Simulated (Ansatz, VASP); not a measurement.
## CaB2: VASP beside Ansatz

Contents of INCAR:

```
PREC = Accurate ; ENCUT = 500
EDIFF = 1E-6 ; ISMEAR = 0
SIGMA = 0.1 ; LREAL = False
LASPH = True ; NELM = 120
ALGO = Normal ; ISIF = 2
LWAVE = False ; LCHARG = False
GGA = PE ; NBANDS = 15
GGA_COMPAT = False
```

Contents of KPOINTS:

```
regular mesh
0
Gamma
  3 3 2
```

Contents of POSCAR:

```
CaB2
1.0
    3.2264302843      0.0000000000      0.0000000000
   -1.6132151421      2.7941705897      0.0000000000
    0.0000000000      0.0000000000      4.0673920000
Ca B
1 2
Direct
    0.0000000000      0.0000000000      0.0000000000
    0.3333333333      0.6666666667      0.5000000000
    0.6666666667      0.3333333333      0.5000000000
```

Input for Ansatz:

```yaml
crystal:
  lattice:
    - [3.2264302843, 0.0, 0.0]
    - [-1.6132151421, 2.7941705897, 0.0]
    - [0.0, 0.0, 4.067392]
  atoms:
    - { symbol: Ca, position: [0.0, 0.0, 0.0] }
    - { symbol: B, position: [0.3333333333, 0.6666666667, 0.5] }
    - { symbol: B, position: [0.6666666667, 0.3333333333, 0.5] }
basis:
  ecutwfc: 420
kpoints:
  mp_grid: { grid: [3, 3, 2] }
hamiltonian:
  xc: pbe
scf:
  occupations: { method: gaussian, width: 0.1 }
  max_iter: 82
output:
  forces: true
  stress: true
  eigenvalues: true
```

Alike in both runs: task single point; functional PBE; k mesh 3 × 3 × 2; occupations gaussian, width 0.1 eV; no spin polarisation.

|  | VASP | Ansatz |
| --- | --- | --- |
| version | VASP 6.6.1 | Ansatz 0.2.0 |
| potentials or method | VASP PAW PBE potentials, release 64 (Ca_sv, B), cutoff 500 eV | scalar-relativistic, plane waves, PAW |
| valence electrons in the cell | 16 | 16 |

```tsv
	VASP	Ansatz	Ansatz less VASP
gap on the k mesh at the Fermi level (eV)	none	none	-
pressure (GPa)	-1.6	-1.9	-0.30
traceless stress, the component that is largest in VASP (GPa)	7.47	7.33	-0.139
```

A gap of «none» marks a metal or a gap that the smearing closes.

The k mesh is coarse, so the values compare programs but aren't converged.
